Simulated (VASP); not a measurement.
# W4S in VASP: notebook

W4S is run at these levels: PBE; tasks: single point.

Program: VASP 6.6.1. These are calculated values, not measurements. Logs are shortened: lines on timing, memory, paths and dates and some standing lists are left out, and cuts for length are marked.

### 1 The cell of the first run

The cell holds a slab with vacuum, 5 atoms: a = 3.184 Å, b = 3.184 Å, c = 20.143 Å, α = 90.00°, β = 90.00°, γ = 90.00°.

### 2 Single point, PBE

Input file INCAR:

```
PREC = Accurate
ENCUT = 520
EDIFF = 1E-7
ISMEAR = 0
SIGMA = 0.1
LREAL = F
LASPH = T
NELM = 100
ALGO = Normal
ISIF = 2
LWAVE = F
LCHARG = F
LDIPOL = T
IDIPOL = 3
DIPOL = 0.5 0.5 0.358
GGA = PE
NBANDS = 39
```

Input file KPOINTS:

```
regular mesh
0
Gamma
  8 8 1
```

Input file POSCAR:

```
W4S
1.0
    3.1836991688      0.0000000000      0.0000000000
    0.0000000000      3.1836991688      0.0000000000
    0.0000000000      0.0000000000     20.1425775749
W S
4 1
Direct
    0.5000000000      0.5000000000      0.1985843165
    0.0000000000      0.0000000000      0.2776134069
    0.5000000000      0.5000000000      0.3599451800
    0.0000000000      0.0000000000      0.4290700901
    0.2500000000      0.2500000000      0.5243854816
```

Potentials or basis: VASP PAW PBE potentials, release 64 (W_sv, S).

Command:

```sh
cat potpaw_PBE.64/W_sv/POTCAR potpaw_PBE.64/S/POTCAR > POTCAR
mpirun -np 1 vasp_std > vasp.out
```

OUTCAR:

```text
PREC = Accurate
   ENCUT = 520
   EDIFF = 1E-7
   ISMEAR = 0
   LREAL = F
   LASPH = T
   NELM = 100
   ISIF = 2
   GGA = PE

 ion  position               nearest neighbor table
   1  0.500  0.500  0.199-   2 2.76   2 2.76   2 2.76   2 2.76   3 3.25
   2  0.000  0.000  0.278-   1 2.76   1 2.76   1 2.76   1 2.76   3 2.80   3 2.80   3 2.80   3 2.80
                             4 3.05
   3  0.500  0.500  0.360-   4 2.65   4 2.65   4 2.65   4 2.65   2 2.80   2 2.80   2 2.80   2 2.80
                             1 3.25
   4  0.000  0.000  0.429-   5 2.23   3 2.65   3 2.65   3 2.65   3 2.65   2 3.05
   5  0.250  0.250  0.524-   4 2.23

  LATTYP: Found a simple tetragonal cell.
 ALAT       =     3.1836991688
 C/A-ratio  =     6.3267841925

  Lattice vectors:

 A1 = (   3.1836991688,   0.0000000000,   0.0000000000)
 A2 = (   0.0000000000,   3.1836991688,   0.0000000000)
 A3 = (   0.0000000000,   0.0000000000,  20.1425775749)

Analysis of symmetry for initial positions (statically):
=====================================================================
 Subroutine PRICEL returns:
 Original cell was already a primitive cell.

 Routine SETGRP: Setting up the symmetry group for a
 simple tetragonal supercell.

 Subroutine GETGRP returns: Found  2 space group operations
 (whereof  2 operations were pure point group operations)
 out of a pool of 16 trial point group operations.

The static configuration has the point symmetry C_1h.

Analysis of symmetry for dynamics (positions and initial velocities):
=====================================================================
 Subroutine PRICEL returns:
 Original cell was already a primitive cell.

 Routine SETGRP: Setting up the symmetry group for a
 simple tetragonal supercell.

 Subroutine GETGRP returns: Found  2 space group operations
 (whereof  2 operations were pure point group operations)
 out of a pool of 16 trial point group operations.

The dynamic configuration has the point symmetry C_1h.

 Subroutine INISYM returns: Found  2 space group operations
 (whereof  2 operations are pure point group operations),
 and found     1 'primitive' translations

----------------------------------------------------------------------------------------

                                     Primitive cell

  volume of cell :     204.1640

  direct lattice vectors                    reciprocal lattice vectors
     3.183699169  0.000000000  0.000000000     0.314100029  0.000000000  0.000000000
     0.000000000  3.183699169  0.000000000     0.000000000  0.314100029  0.000000000
     0.000000000  0.000000000 20.142577575     0.000000000  0.000000000  0.049646079

  length of vectors
     3.183699169  3.183699169 20.142577575     0.314100029  0.314100029  0.049646079

  position of ions in fractional coordinates (direct lattice)
     0.500000000  0.500000000  0.198584317
     0.000000000  0.000000000  0.277613407
     0.500000000  0.500000000  0.359945180
     0.000000000  0.000000000  0.429070090
     0.250000000  0.250000000  0.524385482

  ion indices of the primitive-cell ions
   primitive index   ion index
                 1           1
                 2           2
                 3           3
                 4           4
                 5           5

----------------------------------------------------------------------------------------

 KPOINTS: regular mesh

Automatic generation of k-mesh.
 Grid dimensions read from file:
 generate k-points for:    8    8    1

 Generating k-lattice:

  Cartesian coordinates                     Fractional coordinates (reciprocal lattice)
     0.039262504  0.000000000  0.000000000     0.125000000  0.000000000  0.000000000
     0.000000000  0.039262504  0.000000000     0.000000000  0.125000000  0.000000000
     0.000000000  0.000000000  0.049646079     0.000000000  0.000000000  1.000000000

  Length of vectors
     0.039262504  0.039262504  0.049646079

  Shift w.r.t. Gamma in fractional coordinates (k-lattice)
     0.000000000  0.000000000  0.000000000

 Subroutine IBZKPT returns following result:
 ===========================================

 Found     21 irreducible k-points:

 Following reciprocal coordinates:
            Coordinates               Weight
  0.000000  0.000000  0.000000      1.000000
  0.125000  0.000000  0.000000      4.000000
  0.250000  0.000000  0.000000      4.000000
  0.375000  0.000000  0.000000      4.000000
  0.500000  0.000000  0.000000      2.000000
  0.125000  0.125000  0.000000      2.000000
[... 13 lines left out ...]
  0.500000  0.375000  0.000000      4.000000
  0.500000  0.500000  0.000000      1.000000
   k-points           NKPTS =     21   k-points in BZ     NKDIM =     21   number of bands    NBANDS=     39
   number of dos      NEDOS =    301   number of ions     NIONS =      5
   total plane-waves  NPLWV =  86400
   dimension x,y,z NGX =    24 NGY =   24 NGZ =  150
   dimension x,y,z NGXF=    48 NGYF=   48 NGZF=  300
   ions per type =               4   1
   NGX,Y,Z   is equivalent  to a cutoff of  12.53, 12.53, 12.38 a.u.
   NGXF,Y,Z  is equivalent  to a cutoff of  25.06, 25.06, 24.76 a.u.
 SYSTEM =  unknown system
   PREC   = accura    normal or accurate (medium, high low for compatibility)
   ISTART =      0    job   : 0-new  1-cont  2-samecut
   ICHARG =      2    charge: 1-file 2-atom 10-const
   ISPIN  =      1    spin polarized calculation?
   LNONCOLLINEAR =      F non collinear calculations
   LSORBIT =      F    spin-orbit coupling
   LASPH  =      T    aspherical Exc in radial PAW
   ENCUT  =  520.0 eV  38.22 Ry    6.18 a.u.   5.92  5.92 37.45*2*pi/ulx,y,z
   NELM   =    100;   NELMIN=  2; NELMDL= -5     # of ELM steps
   EDIFF  = 0.1E-06   stopping-criterion for ELM
   LREAL  =      F    real-space projection
   EDIFFG = 0.1E-05   stopping-criterion for IOM
   NSW    =      0    number of steps for IOM
   IBRION =     -1    ionic relax: 0-MD 1-quasi-New 2-CG
   NFREE  =      0    steps in history (QN), initial steepest desc. (CG)
   ISIF   =      2    stress and relaxation
   ISYM   =      2    0-nonsym 1-usesym 2-fastsym
   POTIM  = 0.5000    time-step for ionic-motion
   TEBEG  =    0.0;   TEEND  =   0.0 temperature during run
   PSTRESS=    0.0 pullay stress
   NELECT =      62.0000    total number of electrons
   NUPDOWN=      -1.0000    fix difference up-down
   EMIN   =  10.00;   EMAX   =-10.00  energy-range for DOS
   EFERMI =   0.00;   METHOD = LEGACY
   ISMEAR =     0;   SIGMA  =   0.10  broadening in eV -4-tet -1-fermi 0-gaus
   EFERMI_NEDOS =   21; number of points for ismear=-14 and -15
   IALGO  =     38    algorithm
   IMIX   =      4    mixing-type and parameters
     AMIX     =   0.40;   BMIX     =  1.00
     AMIX_MAG =   1.60;   BMIX_MAG =  1.00
  volume/ion in A,a.u.               =      40.83       275.55
  Fermi-wavevector in a.u.,A,eV,Ry     =   1.100388  2.079431 16.474654  1.210853
  Thomas-Fermi vector in A             =   2.236798
   LORBIT       =      0    0 simple, 1 ext, 2 COOP (PROOUT), +10 PAW based schemes
   GGA     = PE    functional components
   LHFCALC =     F    Hartree Fock is set to
   AEXX    =    0.0000 exact exchange contribution
   IVDW    =     0    specifies the selected vdW correction
   LEPSILON=     F    determine dielectric tensor
   LRPA    =     F    only Hartree local field effects (RPA)
 non-spin polarized calculation
 Gauss-broadening in eV      SIGMA  =   0.10
  energy-cutoff  :      520.00
  volume of cell :      204.16
 maximum number of plane-waves:      5576
   NGX = 11   NGY = 11   NGZ = 75

 dipolmoment           0.000000      0.000000     -0.006652 electrons x Angstroem

 number of electron      61.9999993 magnetization

 dipolmoment           0.000000      0.000000      0.067251 electrons x Angstroem

 Free energy of the ion-electron system (eV)
  ---------------------------------------------------
  ext. energy  EPLUGINS =         0.00000000
  ---------------------------------------------------
  free energy    TOTEN  =       -52.14497897 eV

  energy without entropy =      -52.11574613  energy(sigma->0) =      -52.13036255

 E-fermi :   1.1748     XC(G=0):  -6.1983

 val. band max:        1.1676229982   @ k =   0.1250   0.1250   0.0000
 cond. band min:       1.1824208215   @ k =   0.5000   0.1250   0.0000
 fundamental gap:      0.0147978233
 Fermi energy:         1.1748083383

 k-point     1 :       0.0000    0.0000    0.0000
  band No.  band energies     occupation
      1     -72.7629      2.00000
      2     -72.7207      2.00000
      3     -72.6101      2.00000
      4     -72.4414      2.00000
      5     -37.2202      2.00000
      6     -37.1644      2.00000
[... 31 lines left out ...]
     38       4.0418      0.00000
     39       4.2988      0.00000

 k-point     2 :       0.1250    0.0000    0.0000
  band No.  band energies     occupation
      1     -72.7568      2.00000
      2     -72.7164      2.00000
      3     -72.6123      2.00000
      4     -72.4451      2.00000
      5     -37.2882      2.00000
      6     -37.1984      2.00000
[... 31 lines left out ...]
     38       3.6091      0.00000
     39       3.7049      0.00000

 k-point     3 :       0.2500    0.0000    0.0000
  band No.  band energies     occupation
      1     -72.7418      2.00000
      2     -72.7044      2.00000
      3     -72.6187      2.00000
      4     -72.4547      2.00000
      5     -37.3936      2.00000
      6     -37.2949      2.00000
[... 706 lines left out ...]
 k-point    20 :       0.5000    0.3750    0.0000
  band No.  band energies     occupation
      1     -72.7130      2.00000
      2     -72.6715      2.00000
      3     -72.6290      2.00000
      4     -72.4629      2.00000
      5     -37.4787      2.00000
      6     -37.4494      2.00000
[... 31 lines left out ...]
     38       4.5945      0.00000
     39       4.6946      0.00000

 k-point    21 :       0.5000    0.5000    0.0000
  band No.  band energies     occupation
      1     -72.7118      2.00000
      2     -72.6703      2.00000
      3     -72.6278      2.00000
      4     -72.4617      2.00000
      5     -37.5080      2.00000
      6     -37.4867      2.00000
[... 31 lines left out ...]
     38       4.4664      0.00000
     39       4.6091      0.00000

------------------------ aborting loop because EDIFF is reached ----------------------------------------

 vacuum level on the upper side and lower side of the slab       (xc-potential included)         0.446        -0.781

  FORCE on cell =-STRESS in cart. coord.  units (eV):
  Direction    XX          YY          ZZ          XY          YZ          ZX
  --------------------------------------------------------------------------------------
  -------------------------------------------------------------------------------------
  Total       -3.5260129     -3.5260129      0.0635486      1.3828552      0.9203676      0.9203666
  in kB      -27.6703966    -27.6703966      0.4986981     10.8519605      7.2225875      7.2225796
  external PRESSURE =     -18.2806984 kB  Pullay stress =       0.0000000 kB

 VOLUME and BASIS-vectors are now :
 -----------------------------------------------------------------------------
  energy-cutoff  :      520.00
  volume of cell :      204.16
      direct lattice vectors                 reciprocal lattice vectors
     3.183699169  0.000000000  0.000000000     0.314100029  0.000000000  0.000000000
     0.000000000  3.183699169  0.000000000     0.000000000  0.314100029  0.000000000
     0.000000000  0.000000000 20.142577575     0.000000000  0.000000000  0.049646079

 POSITION                                       TOTAL-FORCE (eV/Angst)
 -----------------------------------------------------------------------------------
      1.59185      1.59185      4.00000         0.008677      0.008677      2.101748
      0.00000      0.00000      5.59185         0.040002      0.040002     -2.238563
      1.59185      1.59185      7.25022        -0.377467     -0.377467     -2.172577
      0.00000      0.00000      8.64258         0.038474      0.038474      2.299759
      0.79592      0.79592     10.56248         0.290314      0.290314      0.009633
 -----------------------------------------------------------------------------------
    total drift:                               -0.000017     -0.000017     -0.000135

  FREE ENERGIE OF THE ION-ELECTRON SYSTEM (eV)
  ---------------------------------------------------
  free  energy   TOTEN  =       -52.1449789669 eV

  energy  without entropy=      -52.1157461256  energy(sigma->0) =      -52.13036255

 vacuum level on the upper side and lower side of the slab         6.436         5.177
```

It took 3.9 min on 1 thread of Intel Xeon Platinum 8259CL at 2.50GHz (Skylake/Cascade Lake), shared host; peak memory 0.35 GiB.

Results:

```
Free energy            : -52.1450 eV
Largest force          : 2.300 eV/Å
Band gap on the k mesh : zero (bands 31 and 32 overlap by 1.86 eV)
```

Forces on the atoms (eV/Å):
```
W    0.009  0.009  2.102
W    0.040  0.040 -2.239
W   -0.377 -0.377 -2.173
W    0.038  0.038  2.300
S    0.290  0.290  0.010
```

Levels at points of the mesh, in eV from the Fermi level:
```tsv
k point	band 29	band 30	band 31	band 32	band 33	band 34
(0.00, 0.00, 0.00)	-0.37	-0.27	-0.17	0.09	0.29	0.77
(0.50, 0.00, 0.00)	-0.60	-0.41	0.23	0.46	0.93	1.09
(0.50, 0.50, 0.00)	-0.98	-0.46	1.78	1.98	2.01	2.25
```

Caveat: spin-orbit coupling is left out, which moves the levels of the heavy elements.

[end of part 1 of 2]

The gap in the log of VASP goes by the Fermi energy; the results here count the filled bands.